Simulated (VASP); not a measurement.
# Nb3Re (Pm-3m) in VASP: a series of runs

The runs below take Nb3Re through single point, relaxation of cell and atoms, with PBE.

Everything below comes from runs of VASP 6.6.1. Logs are shortened: lines on timing, memory, paths and dates and some standing lists are left out, and cuts for length are marked.

## (1) The cell of the first run

The structure is cubic, space group Pm-3m (No. 221). The conventional cell has a = 4.136 Å, b = 4.136 Å, c = 4.136 Å, α = 90.00°, β = 90.00°, γ = 90.00°. Within 3.9 Å of Nb (site symmetry 4/mmm) lie 8 Nb at 2.92 Å and 4 Re at 2.92 Å. Re (site symmetry m-3m) has 12 Nb at 2.92 Å within 3.9 Å.

## (2) Single point, PBE

INCAR reads:

```
SYSTEM = Nb3Re
PREC     = Accurate       ! precision mode
ENCUT    = 520            ! plane-wave cutoff, eV
EDIFF    = 1E-6           ! SCF threshold, eV
ISMEAR   = 0              ! smearing method
SIGMA    = 0.1            ! smearing width, eV
LREAL    = .False.        ! projectors in reciprocal space
LASPH    = .True.         ! aspherical terms in the spheres
NELM     = 100            ! most SCF steps
ALGO     = Normal         ! electronic algorithm
ISIF     = 2              ! what is computed and relaxed
LWAVE    = .False.        ! write WAVECAR
LCHARG   = .True.         ! write CHGCAR
GGA      = PE             ! functional
LELF     = .True.         ! ELF
LVHAR    = .True.       
NBANDS   = 31             ! bands
```

KPOINTS reads:

```
Automatic mesh
0
Gamma
  4 4 4
  0 0 0
```

POSCAR reads:

```
Nb3Re
1.0
    4.1358113394      0.0000000000      0.0000000000
    0.0000000000      4.1358113394      0.0000000000
    0.0000000000      0.0000000000      4.1358113394
Nb Re
3 1
Direct
    0.0000000000      0.5000000000      0.5000000000
    0.5000000000      0.0000000000      0.5000000000
    0.5000000000      0.5000000000      0.0000000000
    0.0000000000      0.0000000000      0.0000000000
```

Potentials or basis: VASP PAW PBE potentials, release 64 (Nb_sv, Re).

Run with:

```console
$ cat potpaw_PBE.64/Nb_sv/POTCAR potpaw_PBE.64/Re/POTCAR > POTCAR
$ mpirun -np 1 vasp_std > vasp.out
```

OUTCAR:

```text
SYSTEM = Nb3Re
   PREC = Accurate
   ENCUT = 520
   EDIFF = 1E-6
   ISMEAR = 0
   LREAL = .False.
   LASPH = .True.
   NELM = 100
   ISIF = 2
   GGA = PE

 ion  position               nearest neighbor table
   1  0.000  0.500  0.500-   2 2.92   3 2.92   4 2.92   3 2.92   4 2.92   2 2.92   4 2.92   4 2.92
                             2 2.92   3 2.92   3 2.92   2 2.92
   2  0.500  0.000  0.500-   1 2.92   3 2.92   4 2.92   3 2.92   4 2.92   1 2.92   3 2.92   3 2.92
                             1 2.92   4 2.92   4 2.92   1 2.92
   3  0.500  0.500  0.000-   1 2.92   2 2.92   4 2.92   1 2.92   2 2.92   2 2.92   4 2.92   2 2.92
                             1 2.92   4 2.92   1 2.92   4 2.92
   4  0.000  0.000  0.000-   1 2.92   2 2.92   3 2.92   1 2.92   2 2.92   1 2.92   3 2.92   1 2.92
                             2 2.92   3 2.92   2 2.92   3 2.92

  LATTYP: Found a simple cubic cell.
 ALAT       =     4.1358113394

  Lattice vectors:

 A1 = (   4.1358113394,   0.0000000000,   0.0000000000)
 A2 = (   0.0000000000,   4.1358113394,   0.0000000000)
 A3 = (   0.0000000000,   0.0000000000,   4.1358113394)

Analysis of symmetry for initial positions (statically):
=====================================================================
 Subroutine PRICEL returns:
 Original cell was already a primitive cell.

 Routine SETGRP: Setting up the symmetry group for a
 simple cubic supercell.

 Subroutine GETGRP returns: Found 48 space group operations
 (whereof 48 operations were pure point group operations)
 out of a pool of 48 trial point group operations.

The static configuration has the point symmetry O_h .

Analysis of symmetry for dynamics (positions and initial velocities):
=====================================================================
 Subroutine PRICEL returns:
 Original cell was already a primitive cell.

 Routine SETGRP: Setting up the symmetry group for a
 simple cubic supercell.

 Subroutine GETGRP returns: Found 48 space group operations
 (whereof 48 operations were pure point group operations)
 out of a pool of 48 trial point group operations.

The dynamic configuration has the point symmetry O_h .

 Subroutine INISYM returns: Found 48 space group operations
 (whereof 48 operations are pure point group operations),
 and found     1 'primitive' translations

----------------------------------------------------------------------------------------

                                     Primitive cell

  volume of cell :      70.7428

  direct lattice vectors                    reciprocal lattice vectors
     4.135811339  0.000000000  0.000000000     0.241790526  0.000000000  0.000000000
[... 80 lines left out ...]
   NFREE  =      0    steps in history (QN), initial steepest desc. (CG)
   ISIF   =      2    stress and relaxation
   ISYM   =      2    0-nonsym 1-usesym 2-fastsym
   POTIM  = 0.5000    time-step for ionic-motion
   TEBEG  =    0.0;   TEEND  =   0.0 temperature during run
   PSTRESS=    0.0 pullay stress
   NELECT =      46.0000    total number of electrons
   NUPDOWN=      -1.0000    fix difference up-down
   EMIN   =  10.00;   EMAX   =-10.00  energy-range for DOS
   EFERMI =   0.00;   METHOD = LEGACY
   ISMEAR =     0;   SIGMA  =   0.10  broadening in eV -4-tet -1-fermi 0-gaus
   EFERMI_NEDOS =   21; number of points for ismear=-14 and -15
   IALGO  =     38    algorithm
   IMIX   =      4    mixing-type and parameters
     AMIX     =   0.40;   BMIX     =  1.00
     AMIX_MAG =   1.60;   BMIX_MAG =  1.00
  volume/ion in A,a.u.               =      17.69       119.35
  Fermi-wavevector in a.u.,A,eV,Ry     =   1.418295  2.680190 27.368964  2.011562
  Thomas-Fermi vector in A             =   2.539436
   LORBIT       =      0    0 simple, 1 ext, 2 COOP (PROOUT), +10 PAW based schemes
   GGA     = PE    functional components
   LHFCALC =     F    Hartree Fock is set to
   AEXX    =    0.0000 exact exchange contribution
   IVDW    =     0    specifies the selected vdW correction
   LEPSILON=     F    determine dielectric tensor
   LRPA    =     F    only Hartree local field effects (RPA)
 non-spin polarized calculation
 Gauss-broadening in eV      SIGMA  =   0.10
  energy-cutoff  :      520.00
  volume of cell :       70.74
 maximum number of plane-waves:      1935
 NGX is ok and might be reduce to    32
   NGX = 15   NGY = 15   NGZ = 15

 number of electron      45.9999999 magnetization

 Free energy of the ion-electron system (eV)
  ---------------------------------------------------
  ext. energy  EPLUGINS =         0.00000000
  ---------------------------------------------------
  free energy    TOTEN  =       -41.95080519 eV

  energy without entropy =      -41.92360600  energy(sigma->0) =      -41.93720559

 E-fermi :  10.3590     XC(G=0): -12.6322

 val. band max:       10.3277071208   @ k =   0.5000   0.5000   0.0000
 cond. band min:      10.4121686417   @ k =   0.2500   0.2500   0.2500
 fundamental gap:      0.0844615209
 Fermi energy:        10.3590267497

 k-point     1 :       0.0000    0.0000    0.0000
  band No.  band energies     occupation
      1     -44.4790      2.00000
      2     -44.2358      2.00000
      3     -44.2358      2.00000
      4     -20.9074      2.00000
      5     -20.9074      2.00000
      6     -20.9074      2.00000
[... 329 lines left out ...]
     30      14.5903      0.00000
     31      14.6704      0.00000

------------------------ aborting loop because EDIFF is reached ----------------------------------------

  FORCE on cell =-STRESS in cart. coord.  units (eV):
  Direction    XX          YY          ZZ          XY          YZ          ZX
  --------------------------------------------------------------------------------------
  -------------------------------------------------------------------------------------
  Total       -0.1739128     -0.1739128     -0.1739128      0.0000000      0.0000000     -0.0000000
  in kB       -3.9387639     -3.9387639     -3.9387639      0.0000000      0.0000000     -0.0000000
  external PRESSURE =      -3.9387639 kB  Pullay stress =       0.0000000 kB

 VOLUME and BASIS-vectors are now :
 -----------------------------------------------------------------------------
  energy-cutoff  :      520.00
  volume of cell :       70.74
      direct lattice vectors                 reciprocal lattice vectors
     4.135811339  0.000000000  0.000000000     0.241790526  0.000000000  0.000000000
     0.000000000  4.135811339  0.000000000     0.000000000  0.241790526  0.000000000
     0.000000000  0.000000000  4.135811339     0.000000000  0.000000000  0.241790526

 POSITION                                       TOTAL-FORCE (eV/Angst)
 -----------------------------------------------------------------------------------
      0.00000      2.06791      2.06791         0.000000      0.000000      0.000000
      2.06791      0.00000      2.06791         0.000000      0.000000      0.000000
      2.06791      2.06791      0.00000         0.000000      0.000000      0.000000
      0.00000      0.00000      0.00000         0.000000      0.000000      0.000000
 -----------------------------------------------------------------------------------
    total drift:                                0.000000     -0.000000     -0.000000

  FREE ENERGIE OF THE ION-ELECTRON SYSTEM (eV)
  ---------------------------------------------------
  free  energy   TOTEN  =       -41.9508051926 eV

  energy  without entropy=      -41.9236059953  energy(sigma->0) =      -41.93720559
```

OSZICAR:

```text
N       E                     dE             d eps       ncg     rms          rms(c)
DAV:   1     0.511070053597E+03    0.51107E+03   -0.25504E+04   946   0.166E+03
DAV:   2    -0.399844383284E+01   -0.51507E+03   -0.49977E+03  1033   0.681E+02
DAV:   3    -0.384094423256E+02   -0.34411E+02   -0.32883E+02  1216   0.132E+02
DAV:   4    -0.431635896077E+02   -0.47541E+01   -0.46714E+01  1034   0.356E+01
DAV:   5    -0.440485657415E+02   -0.88498E+00   -0.88078E+00  1052   0.156E+01    0.253E+01
DAV:   6    -0.422569752528E+02    0.17916E+01   -0.37848E+00  1082   0.218E+01    0.801E+00
DAV:   7    -0.420794342068E+02    0.17754E+00   -0.21393E+00  1233   0.107E+01    0.394E+00
DAV:   8    -0.419438541392E+02    0.13558E+00   -0.45551E-01  1090   0.770E+00    0.197E+00
DAV:   9    -0.419505751189E+02   -0.67210E-02   -0.78797E-02  1012   0.247E+00    0.170E-01
DAV:  10    -0.419506925931E+02   -0.11747E-03   -0.87057E-03  1142   0.964E-01    0.122E-01
DAV:  11    -0.419508026167E+02   -0.11002E-03   -0.78439E-04  1024   0.234E-01    0.270E-02
DAV:  12    -0.419508048627E+02   -0.22460E-05   -0.18109E-04  1181   0.136E-01    0.186E-02
DAV:  13    -0.419508044910E+02    0.37167E-06   -0.20726E-05   982   0.342E-02    0.628E-03
DAV:  14    -0.419508051926E+02   -0.70156E-06   -0.19319E-06   676   0.119E-02
   1 F= -.41950805E+02 E0= -.41937206E+02  d E =-.271992E-01
```

Wall time 12 s (1 thread of Intel Xeon 6975P-C (Granite Rapids), shared host); peak memory 0.17 GiB.

What came out:

```yaml
Free_energy: -41.9508 eV
Pressure: -0.4 GPa
Band_gap_on_the_k_mesh: zero (bands 23 and 24 overlap by 3.47 eV)
```

Levels at points of the mesh, in eV from the Fermi level:
```
           k point  band 20  band 21  band 22  band 23  band 24  band 25  band 26  band 27
(0.00, 0.00, 0.00)    -0.36    -0.36    -0.36     2.28     2.28     3.46     3.46     3.46
(0.50, 0.00, 0.00)    -1.76    -1.42    -1.42    -0.42     0.61     1.31     1.31     1.38
(0.50, 0.50, 0.00)    -1.62    -1.39    -1.31    -1.19    -1.19    -0.03     1.26     1.26
(0.50, 0.50, 0.50)    -0.61    -0.61    -0.17    -0.17    -0.17     1.10     1.10     1.10
```

Caveat: the k points lie up to 0.38 Å⁻¹ apart, too coarse for converged energies and pressures of a metal; spin-orbit coupling is left out, which moves the levels of the heavy elements.

## (3) Relaxation of cell and atoms, PBE

This run uses another cell than the first one, of 15.14 Å³/atom.

INCAR reads:

```
SYSTEM = Nb3Re
PREC = Accurate ; ENCUT = 600
EDIFF = 1E-7 ; ISMEAR = 0
SIGMA = 0.1 ; LREAL = .FALSE.
LASPH = .TRUE. ; NELM = 60
ALGO = Normal ; ISIF = 3
LWAVE = .FALSE. ; LCHARG = .FALSE.
GGA = PE ; IBRION = 2
NSW = 90 ; EDIFFG = -0.04
```

KPOINTS reads:

```
regular mesh
0
G
  4 4 4
  0 0 0
```

POSCAR reads:

```
Nb3Re
1.0
    3.9266364419      0.0000000000      0.0000000000
    0.0000000000      3.9266364419      0.0000000000
    0.0000000000      0.0000000000      3.9266364419
Nb Re
3 1
Direct
    0.0000000000      0.5000000000      0.5000000000
    0.5000000000      0.0000000000      0.5000000000
    0.5000000000      0.5000000000      0.0000000000
    0.0000000000      0.0000000000      0.0000000000
```

Potentials or basis: VASP PAW PBE potentials, release 64 (Nb_sv, Re).

Run with:

```console
$ cat potpaw_PBE.64/Nb_sv/POTCAR potpaw_PBE.64/Re/POTCAR > POTCAR
$ mpirun -np 1 vasp_std > vasp.out
```

It took 85 s on 1 thread of Intel Xeon 6975P-C (Granite Rapids), shared host; peak memory 0.19 GiB.

Results (log left out):

* Free energy: -41.9456 eV
* Relaxed volume: 17.65 Å³/atom
* Relaxed cell: a = 4.133 Å, b = 4.133 Å, c = 4.133 Å, α = 90.00°, β = 90.00°, γ = 90.00°
* Space group after relaxing (to 0.1 Å): Pm-3m (No. 221)
* Pressure after relaxing: 0.1 GPa
* Band gap on the k mesh: zero (bands 23 and 24 overlap by 3.49 eV)

Final structure:
```xyz
4
Lattice="4.1328 0.0000 0.0000 0.0000 4.1328 0.0000 0.0000 0.0000 4.1328" Properties=species:S:1:pos:R:3 pbc="T T T"
Nb    0.0000    2.0664    2.0664
Nb    2.0664    0.0000    2.0664
Nb    2.0664    2.0664    0.0000
Re    0.0000    0.0000    0.0000
```

Levels at points of the mesh, in eV from the Fermi level:
```
           k point  band 19  band 20  band 21  band 22  band 23  band 24  band 25  band 26  band 27
(0.00, 0.00, 0.00)    -3.91    -0.36    -0.36    -0.36     2.29     2.29     3.47     3.47     3.47
(0.50, 0.00, 0.00)    -1.77    -1.77    -1.42    -1.42    -0.42     0.62     1.32     1.32     1.39
(0.50, 0.50, 0.00)    -1.86    -1.63    -1.39    -1.32    -1.20    -1.20    -0.03     1.26     1.29
(0.50, 0.50, 0.50)    -0.61    -0.61    -0.61    -0.17    -0.17    -0.17     1.11     1.11     1.11
```

Caveat: the k points lie up to 0.38 Å⁻¹ apart in the final cell, too coarse for converged energies and pressures of a metal; the volume moved by over 15 % at a fixed basis, so the end points are rough; spin-orbit coupling is left out, which moves the levels of the heavy elements.
